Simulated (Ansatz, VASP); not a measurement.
Two plane-wave programs on SiC

```
Si C
1.0
     0.00000    2.17805    2.17805
     2.17805    0.00000    2.17805
     2.17805    2.17805    0.00000
Si C
1 1
Direct
  0.25000 0.25000 0.25000
  0.00000 0.00000 0.00000
```

Alike in both runs: task single point; functional r2SCAN; k mesh 8 × 8 × 8; no spin polarisation.

|  | VASP | Ansatz |
| --- | --- | --- |
| version | VASP 6.6.1 | Ansatz 0.2.0 |
| potentials or method | VASP PAW PBE potentials, release 64 (Si, C) | plane waves, PAW |
| plane-wave cutoff (eV) | 660 | 500 |
| occupations | gaussian, width 0.01 eV | fixed |
| valence electrons in the cell | 8 | 8 |

```csv
,VASP,Ansatz,Ansatz less VASP
gap on the k mesh at the Fermi level (eV),1.73,1.71,-0.013
pressure (GPa),-0.4,0.0,+0.39
```

VASP's potentials were made for PBE, not for r2SCAN.
